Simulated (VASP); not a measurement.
# Sb in VASP: single point with PBE+D3(BJ)

Aim: the single point of Sb with PBE+D3(BJ).

Program: VASP 6.6.1. These are calculated values, not measurements. Logs are shortened: lines on timing, memory, paths and dates and some standing lists are left out, and cuts for length are marked.

## Step 1: The cell of the first run

The cell holds a sheet with vacuum, 2 atoms: a = 4.069 Å, b = 4.069 Å, c = 27.100 Å, α = 90.00°, β = 90.00°, γ = 120.00°.

## Step 2: Single point, PBE+D3(BJ)

INCAR

```
SYSTEM = Sb
ALGO = Normal
DIPOL = 0.5 0.5 0.289
EDIFF = 1E-6
ENCUT = 400
GGA = PE
GGA_COMPAT = .FALSE.
IDIPOL = 3
ISIF = 2
ISMEAR = 0
IVDW = 12
LASPH = .TRUE.
LCHARG = .FALSE.
LDIPOL = .TRUE.
LREAL = .FALSE.
LWAVE = .FALSE.
NBANDS = 22
NELM = 120
NELMDL = -8
PREC = Accurate
SIGMA = 0.03
```

KPOINTS

```
k-points
0
G
  12 12 1
  0 0 0
```

POSCAR

```
Sb
1.0
    4.0685005362      0.0000000000      0.0000000000
   -2.0342502681      3.5234248197      0.0000000000
    0.0000000000      0.0000000000     27.1000000030
Sb
2
Direct
    0.3333333333      0.6666666667      0.2583030261
    0.6666666667      0.3333333333      0.3191877488
```

Potentials or basis: VASP PAW PBE potentials, release 64 (Sb_d_GW).

Started as:

```
$ cat potpaw_PBE.64/Sb_d_GW/POTCAR > POTCAR
$ mpirun -np 1 vasp_std > vasp.out
```

OUTCAR:

```text
SYSTEM = Sb
   EDIFF = 1E-6
   ENCUT = 400
   GGA = PE
   ISIF = 2
   ISMEAR = 0
   IVDW = 12
   LASPH = .TRUE.
   LREAL = .FALSE.
   NELM = 120
   NELMDL = -8
   PREC = Accurate
 IVDW          = 12

 ion  position               nearest neighbor table
   1  0.333  0.667  0.258-   2 2.87   2 2.87   2 2.87
   2  0.667  0.333  0.319-   1 2.87   1 2.87   1 2.87

  LATTYP: Found a hexagonal cell.
 ALAT       =     4.0685005362
 C/A-ratio  =     6.6609306701

  Lattice vectors:

 A1 = (   4.0685005362,   0.0000000000,   0.0000000000)
 A2 = (  -2.0342502681,   3.5234248197,   0.0000000000)
 A3 = (   0.0000000000,   0.0000000000,  27.1000000030)

Analysis of symmetry for initial positions (statically):
=====================================================================
 Subroutine PRICEL returns:
 Original cell was already a primitive cell.

 Routine SETGRP: Setting up the symmetry group for a
 hexagonal supercell.

 Subroutine GETGRP returns: Found 12 space group operations
 (whereof  6 operations were pure point group operations)
 out of a pool of 24 trial point group operations.

The static configuration has the point symmetry C_3v.
 The point group associated with its full space group is D_3d.

Analysis of symmetry for dynamics (positions and initial velocities):
=====================================================================
 Subroutine PRICEL returns:
 Original cell was already a primitive cell.

 Routine SETGRP: Setting up the symmetry group for a
 hexagonal supercell.

 Subroutine GETGRP returns: Found 12 space group operations
 (whereof  6 operations were pure point group operations)
 out of a pool of 24 trial point group operations.

The dynamic configuration has the point symmetry C_3v.
 The point group associated with its full space group is D_3d.

 Subroutine INISYM returns: Found 12 space group operations
 (whereof  6 operations are pure point group operations),
 and found     1 'primitive' translations

----------------------------------------------------------------------------------------

                                     Primitive cell

  volume of cell :     388.4800

  direct lattice vectors                    reciprocal lattice vectors
     4.068500536  0.000000000  0.000000000     0.245790800  0.141907384  0.000000000
    -2.034250268  3.523424820  0.000000000     0.000000000  0.283814769  0.000000000
     0.000000000  0.000000000 27.100000003     0.000000000  0.000000000  0.036900369

  length of vectors
     4.068500536  4.068500536 27.100000003     0.283814769  0.283814769  0.036900369

  position of ions in fractional coordinates (direct lattice)
     0.333333333  0.666666667  0.258303026
     0.666666667  0.333333333  0.319187749

  ion indices of the primitive-cell ions
   primitive index   ion index
                 1           1
                 2           2

----------------------------------------------------------------------------------------

 KPOINTS: k-points

Automatic generation of k-mesh.
 Grid dimensions read from file:
 generate k-points for:   12   12    1

 Generating k-lattice:

  Cartesian coordinates                     Fractional coordinates (reciprocal lattice)
     0.020482567  0.011825615  0.000000000     0.083333333  0.000000000  0.000000000
     0.000000000  0.023651231  0.000000000     0.000000000  0.083333333  0.000000000
     0.000000000  0.000000000  0.036900369     0.000000000  0.000000000  1.000000000

  Length of vectors
     0.023651231  0.023651231  0.036900369

  Shift w.r.t. Gamma in fractional coordinates (k-lattice)
     0.000000000  0.000000000  0.000000000

 Subroutine IBZKPT returns following result:
 ===========================================

 Found     19 irreducible k-points:

 Following reciprocal coordinates:
            Coordinates               Weight
  0.000000  0.000000  0.000000      1.000000
  0.083333 -0.000000  0.000000      6.000000
  0.166667 -0.000000  0.000000      6.000000
  0.250000 -0.000000  0.000000      6.000000
  0.333333 -0.000000  0.000000      6.000000
  0.416667 -0.000000  0.000000      6.000000
[... 11 lines left out ...]
  0.333333  0.250000  0.000000     12.000000
  0.333333  0.333333  0.000000      2.000000
   k-points           NKPTS =     19   k-points in BZ     NKDIM =     19   number of bands    NBANDS=     22
   number of dos      NEDOS =    301   number of ions     NIONS =      2
   total plane-waves  NPLWV = 141120
   dimension x,y,z NGX =    28 NGY =   28 NGZ =  180
   dimension x,y,z NGXF=    56 NGYF=   56 NGZF=  360
   ions per type =               2
   NGX,Y,Z   is equivalent  to a cutoff of  11.44, 11.44, 11.04 a.u.
   NGXF,Y,Z  is equivalent  to a cutoff of  22.88, 22.88, 22.08 a.u.
 SYSTEM =  Sb
   PREC   = accura    normal or accurate (medium, high low for compatibility)
   ISTART =      0    job   : 0-new  1-cont  2-samecut
   ICHARG =      2    charge: 1-file 2-atom 10-const
   ISPIN  =      1    spin polarized calculation?
   LNONCOLLINEAR =      F non collinear calculations
   LSORBIT =      F    spin-orbit coupling
   LASPH  =      T    aspherical Exc in radial PAW
   ENCUT  =  400.0 eV  29.40 Ry    5.42 a.u.   6.63  6.63 44.19*2*pi/ulx,y,z
   NELM   =    120;   NELMIN=  2; NELMDL= -8     # of ELM steps
   EDIFF  = 0.1E-05   stopping-criterion for ELM
   LREAL  =      F    real-space projection
[... 7 lines left out ...]
   TEBEG  =    0.0;   TEEND  =   0.0 temperature during run
   PSTRESS=    0.0 pullay stress
   NELECT =      30.0000    total number of electrons
   NUPDOWN=      -1.0000    fix difference up-down
   EMIN   =  10.00;   EMAX   =-10.00  energy-range for DOS
   EFERMI =   0.00;   METHOD = LEGACY
   ISMEAR =     0;   SIGMA  =   0.03  broadening in eV -4-tet -1-fermi 0-gaus
   EFERMI_NEDOS =   21; number of points for ismear=-14 and -15
   IALGO  =     38    algorithm
   IMIX   =      4    mixing-type and parameters
     AMIX     =   0.40;   BMIX     =  1.00
     AMIX_MAG =   1.60;   BMIX_MAG =  1.00
  volume/ion in A,a.u.               =     194.24      1310.80
  Fermi-wavevector in a.u.,A,eV,Ry     =   0.697149  1.317421  6.612662  0.486017
  Thomas-Fermi vector in A             =   1.780397
   LORBIT       =      0    0 simple, 1 ext, 2 COOP (PROOUT), +10 PAW based schemes
   GGA     = PE    functional components
   LHFCALC =     F    Hartree Fock is set to
   AEXX    =    0.0000 exact exchange contribution
   IVDW    =    12    specifies the selected vdW correction
   LEPSILON=     F    determine dielectric tensor
   LRPA    =     F    only Hartree local field effects (RPA)
 non-spin polarized calculation
 Gauss-broadening in eV      SIGMA  =   0.03
  energy-cutoff  :      400.00
  volume of cell :      388.48
 maximum number of plane-waves:      7125
 NGX is ok and might be reduce to    28
   NGX = 13   NGY = 13   NGZ = 89

 dipolmoment           0.000000      0.000000     -0.000001 electrons x Angstroem

 number of electron      29.9999964 magnetization

 dipolmoment           0.000000      0.000000      0.000000 electrons x Angstroem

 Free energy of the ion-electron system (eV)
  ---------------------------------------------------
  ext. energy  EPLUGINS =         0.00000000
  ---------------------------------------------------
  free energy    TOTEN  =        -8.14666266 eV

  energy without entropy =       -8.14666266  energy(sigma->0) =       -8.14666266

 E-fermi :  -3.0088     XC(G=0):  -2.0738

 val. band max:       -3.2294541075   @ k =   0.0000   0.0000   0.0000
 cond. band min:      -2.0469567121   @ k =   0.3333  -0.0000   0.0000
 fundamental gap:      1.1824973954
 Fermi energy:        -3.0088171627

 k-point     1 :       0.0000    0.0000    0.0000
  band No.  band energies     occupation
      1     -31.8990      2.00000
      2     -31.8990      2.00000
      3     -31.8231      2.00000
      4     -31.8231      2.00000
      5     -31.7787      2.00000
      6     -31.7113      2.00000
[... 14 lines left out ...]
     21       1.6273      0.00000
     22       1.9148      0.00000

 k-point     2 :       0.0833   -0.0000    0.0000
  band No.  band energies     occupation
      1     -31.8984      2.00000
      2     -31.8953      2.00000
      3     -31.8226      2.00000
      4     -31.8207      2.00000
      5     -31.7776      2.00000
      6     -31.7129      2.00000
[... 14 lines left out ...]
     21       1.7112      0.00000
     22       2.0016      0.00000

 k-point     3 :       0.1667   -0.0000    0.0000
  band No.  band energies     occupation
      1     -31.8970      2.00000
      2     -31.8845      2.00000
      3     -31.8214      2.00000
      4     -31.8140      2.00000
      5     -31.7741      2.00000
      6     -31.7176      2.00000
[... 14 lines left out ...]
     21       1.9549      0.00000
     22       2.2487      0.00000

 k-point     4 :       0.2500   -0.0000    0.0000
  band No.  band energies     occupation
      1     -31.8948      2.00000
      2     -31.8680      2.00000
      3     -31.8194      2.00000
      4     -31.8035      2.00000
      5     -31.7680      2.00000
      6     -31.7252      2.00000
[... 14 lines left out ...]
     21       2.3513      0.00000
     22       2.6275      0.00000

 k-point     5 :       0.3333   -0.0000    0.0000
  band No.  band energies     occupation
      1     -31.8927      2.00000
      2     -31.8495      2.00000
      3     -31.8151      2.00000
      4     -31.7905      2.00000
      5     -31.7602      2.00000
      6     -31.7354      2.00000
[... 14 lines left out ...]
     21       2.8080      0.00000
     22       3.1484      0.00000

 k-point     6 :       0.4167   -0.0000    0.0000
  band No.  band energies     occupation
      1     -31.8911      2.00000
      2     -31.8373      2.00000
      3     -31.8031      2.00000
      4     -31.7762      2.00000
      5     -31.7549      2.00000
      6     -31.7477      2.00000
[... 14 lines left out ...]
     21       3.3959      0.00000
     22       3.7343      0.00000

 k-point     7 :       0.5000   -0.0000    0.0000
  band No.  band energies     occupation
      1     -31.8904      2.00000
      2     -31.8342      2.00000
      3     -31.7920      2.00000
      4     -31.7617      2.00000
      5     -31.7614      2.00000
      6     -31.7571      2.00000
[... 199 lines left out ...]
      6     -31.7462      2.00000
[... 14 lines left out ...]
     21       3.6110      0.00000
     22       3.9776      0.00000

 k-point    16 :       0.4167    0.1667    0.0000
  band No.  band energies     occupation
      1     -31.8906      2.00000
      2     -31.8221      2.00000
      3     -31.7869      2.00000
      4     -31.7748      2.00000
      5     -31.7683      2.00000
      6     -31.7469      2.00000
[... 14 lines left out ...]
     21       3.9802      0.00000
     22       4.1402      0.00000

 k-point    17 :       0.2500    0.2500    0.0000
  band No.  band energies     occupation
      1     -31.8913      2.00000
      2     -31.8198      2.00000
      3     -31.8060      2.00000
      4     -31.7835      2.00000
      5     -31.7586      2.00000
      6     -31.7450      2.00000
[... 14 lines left out ...]
     21       3.5100      0.00000
     22       3.6091      0.00000

 k-point    18 :       0.3333    0.2500    0.0000
  band No.  band energies     occupation
      1     -31.8906      2.00000
      2     -31.8093      2.00000
      3     -31.7940      2.00000
      4     -31.7759      2.00000
      5     -31.7703      2.00000
      6     -31.7421      2.00000
[... 14 lines left out ...]
     21       3.7875      0.00000
     22       4.2793      0.00000

 k-point    19 :       0.3333    0.3333    0.0000
  band No.  band energies     occupation
      1     -31.8904      2.00000
      2     -31.7924      2.00000
      3     -31.7924      2.00000
      4     -31.7922      2.00000
      5     -31.7561      2.00000
      6     -31.7561      2.00000
[... 14 lines left out ...]
     21       4.1223      0.00000
     22       4.6651      0.00000

------------------------ aborting loop because EDIFF is reached ----------------------------------------

 vacuum level on the upper side and lower side of the slab       (xc-potential included)        -0.009        -0.009

 Edisp (eV)   -0.47323

 E8    (eV) :    -0.2355

  FORCE on cell =-STRESS in cart. coord.  units (eV):
  Direction    XX          YY          ZZ          XY          YZ          ZX
  --------------------------------------------------------------------------------------
  -------------------------------------------------------------------------------------
  Total      -0.12778    -0.12778    -0.11352     0.00000     0.00000     0.00000
  in kB      -0.52697    -0.52697    -0.46818     0.00000     0.00000     0.00000
  external pressure =       -0.51 kB  Pullay stress =        0.00 kB

 VOLUME and BASIS-vectors are now :
 -----------------------------------------------------------------------------
  energy-cutoff  :      400.00
  volume of cell :      388.48
      direct lattice vectors                 reciprocal lattice vectors
     4.068500536  0.000000000  0.000000000     0.245790800  0.141907384  0.000000000
    -2.034250268  3.523424820  0.000000000     0.000000000  0.283814769  0.000000000
     0.000000000  0.000000000 27.100000003     0.000000000  0.000000000  0.036900369

 POSITION                                       TOTAL-FORCE (eV/Angst)
 -----------------------------------------------------------------------------------
     -0.00000      2.34895      7.00001        -0.000000     -0.000000     -0.003217
      2.03425      1.17447      8.64999         0.000000      0.000000      0.003217
 -----------------------------------------------------------------------------------
    total drift:                               -0.000000     -0.000000      0.000146

  FREE ENERGIE OF THE ION-ELECTRON SYSTEM (eV)
  ---------------------------------------------------
  free  energy   TOTEN  =        -8.6198946025 eV

  energy  without entropy=       -8.6198946025  energy(sigma->0) =       -8.61989460

 vacuum level on the upper side and lower side of the slab         1.462         1.462
```

Wall time 3.2 min (1 thread of Intel Xeon Platinum 8259CL at 2.50GHz (Skylake/Cascade Lake), shared host); peak memory 0.42 GiB.

What came out:

```yaml
Free_energy: -8.6199 eV
Largest_force: 0.003 eV/Å
Band_gap_on_the_k_mesh: 1.18 eV (least direct gap 1.66 eV)
Dispersion_energy_per_atom: -0.237 eV
```

Forces in eV/Å, atoms in the order of the input:
```
Sb   0.000  0.000 -0.003
Sb   0.000  0.000  0.003
```

Caveat: spin-orbit coupling is left out, which moves the levels of the heavy elements.
